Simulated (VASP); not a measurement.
Set up this calculation in VASP 6.6.1, as the native input.

```
Task                   : single point
Functional             : PBEsol
Potentials or basis    : VASP PAW PBE potentials, release 64 (Si, Ti_sv)
Cutoff                 : 520 eV
k mesh                 : 2 × 2 × 2
Occupations            : fermi-dirac, width 0.02 eV
Spin                   : no spin polarisation
Dipole correction      : no
Further INCAR settings : LREAL = Auto; ALGO = Normal; EDIFF = 1e-06; NBANDS = 52
```

The structure of TiSi16 (a cell with a defect) lies in POSCAR:

```
TiSi16
1.0
    0.0000000000      5.4300000000      5.4300000000
    5.4300000000      0.0000000000      5.4300000000
    5.4300000000      5.4300000000      0.0000000000
Si Ti
16 1
Direct
    0.0816574586     -0.0124125230     -0.0879189687
    0.1393738490      0.1067771639      0.0931860037
    0.0426243094      0.0541896869      0.4511141805
    0.1861049724      0.1766206262      0.5722375691
   -0.0083057090      0.4708103131     -0.0495580110
    0.1097697974      0.6097145488      0.0585543278
    0.0234438306      0.5664640884      0.4029650092
    0.1314917127      0.6228729282      0.5929650092
    0.5027348066     -0.0356813996      0.0403222836
    0.6780018416      0.0986279926      0.0815561694
    0.5989134438     -0.0080294659      0.4514548803
    0.6230662983      0.1426243094      0.6455340700
    0.5316942910      0.4579373849     -0.0669244936
    0.5989042357      0.6165837937      0.1086648250
    0.5016850829      0.5310220994      0.4697513812
    0.6304327808      0.6353867403      0.5795672192
    0.7294383057      0.7604511971      0.7542449355
```

One way to write it, as run:

INCAR

```
SYSTEM = TiSi16
PREC = Accurate
ENCUT = 520
EDIFF = 1E-6
ISMEAR = -1
SIGMA = 0.02
LREAL = Auto
LASPH = .True.
NELM = 60
ALGO = Normal
ISIF = 2
LWAVE = .False.
LCHARG = .False.
GGA = PS
NBANDS = 52
```

KPOINTS

```
Automatic mesh
0
Gamma
  2 2 2
  0 0 0
```

Potentials or basis: VASP PAW PBE potentials, release 64 (Si, Ti_sv).

Run with:

```bash
$ cat potpaw_PBE.64/Si/POTCAR potpaw_PBE.64/Ti_sv/POTCAR > POTCAR
$ mpirun -np 1 vasp_std > vasp.out
```

Results of the run:

```yaml
Pressure: 2.4 GPa
Largest_force: 2.805 eV/Å
Band_gap_on_the_k_mesh: zero (bands 38 and 39 overlap by 0.14 eV)
```

Caveat: the k points lie up to 0.50 Å⁻¹ apart; the PAW data sets were made with another functional, which shifts forces and pressure a little.

It took 8.6 min on 1 thread of Intel Xeon 8259CL, with other jobs on the host, peak memory 0.5 GiB.
